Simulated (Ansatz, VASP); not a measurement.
Two plane-wave programs on Sr

```
CELL_PARAMETERS angstrom
-2.33628 2.33628 2.33628
2.33628 -2.33628 2.33628
2.33628 2.33628 -2.33628
ATOMIC_POSITIONS crystal
Sr 0.00000 0.00000 0.00000
```

Alike in both runs: task relaxation of cell and atoms; functional PBEsol; k mesh 12 × 12 × 12; occupations gaussian, width 0.1 eV; no spin polarisation.

|  | VASP | Ansatz |
| --- | --- | --- |
| version | VASP 6.6.1 | Ansatz 0.2.0 |
| potentials or method | VASP PAW PBE potentials, release 64 (Sr_sv), cutoff 600 eV | scalar-relativistic, plane waves, PAW |
| valence electrons in the cell | 10 | 10 |

```csv
,VASP,Ansatz,Ansatz less VASP
"gap on the k mesh at the Fermi level, each at its own relaxed structure (eV)",none,none,-
relaxed volume (Å³/atom),51.01,51.01,0.000
relaxed length of the cell vector where the two differ most in proportion (Å),4.047,4.047,0.0000
```

VASP's potentials were made for PBE, not for PBEsol. A gap of «none» marks a metal or a gap that the smearing closes.

Noted on VASP's run: the relaxation stopped at its first step, so nothing moved.
